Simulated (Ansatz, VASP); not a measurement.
## K4TeBr2: VASP beside Ansatz

```xyz
7
Lattice="0.0000 0.0000 5.9211 -6.2831 0.0000 0.0000 3.1415 -8.5812 0.0000" Properties=species:S:1:pos:R:3 pbc="T T T"
K    -3.1415   -6.4620    2.9605
K     0.0000   -2.1192    2.9605
K    -3.1415   -1.8356    0.0000
K     0.0000   -6.7456    0.0000
Te    0.0000    0.0000    5.9211
Br   -3.1415   -3.0181    2.9605
Br    0.0000   -5.5631    2.9605
```

Alike in both runs: task single point; functional PBE; k mesh 2 × 2 × 2; occupations gaussian, width 0.1 eV; no spin polarisation.

|  | VASP | Ansatz |
| --- | --- | --- |
| version | VASP 6.6.1 | Ansatz 0.2.0 |
| potentials or method | VASP PAW PBE potentials, release 64 (K_sv, Te, Br), cutoff 520 eV | scalar-relativistic, plane waves, PAW |
| valence electrons in the cell | 56 | 66 |

```tsv
	VASP	Ansatz	Ansatz less VASP
gap on the k mesh at the Fermi level (eV)	2.05	2.05	+0.002
least direct gap on the mesh (eV)	2.06	2.06	+0.002
pressure (GPa)	0.0	0.0	-0.02
traceless stress, the component that is largest in VASP (GPa)	-0.06	-0.05	+0.008
```

VASP's potentials hold 56 valence electrons a cell and Ansatz's 66, so a difference there can come from the potentials and not from the codes.

The k mesh is coarse, so the values compare programs but aren't converged. Neither program's run includes spin-orbit coupling.
